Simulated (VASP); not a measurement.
A run of VASP 6.6.1 is set up as follows.

Contents of INCAR:

```
SYSTEM = Hg
ALGO = Normal ; EDIFF = 1E-6
ENCUT = 520 ; GGA = PS
ISIF = 2 ; ISMEAR = -1
LASPH = .True. ; LCHARG = .False.
LREAL = .False. ; LWAVE = .False.
NBANDS = 19 ; NELM = 80
PREC = Accurate ; SIGMA = 0.05
```

KPOINTS

```
k-points
0
Gamma
  12 12 12
  0 0 0
```

POSCAR

```
Hg
1.0
    0.0000000000      2.6268292789      2.6268292789
    2.6268292789      0.0000000000      2.6268292789
    2.6268292789      2.6268292789      0.0000000000
Hg
2
Direct
   -0.1250000000     -0.1250000000     -0.1250000000
    0.1250000000      0.1250000000      0.1250000000
```

Potentials or basis: VASP PAW PBE potentials, release 64 (Hg).

The run is started by

```console
$ cat potpaw_PBE.64/Hg/POTCAR > POTCAR
$ mpirun -np 1 vasp_std > vasp.out
```

**Question.** Estimate the pressure.

**Answer.** 124.2 GPa.

**Question.** Estimate the band gap on the k mesh.

**Answer.** Zero (bands 12 and 13 overlap by 10.30 eV).

Caveat: the cell stands under pressure; the PAW data sets were made with another functional, which shifts forces and pressure a little; spin-orbit coupling is left out, which moves the levels of the heavy elements.
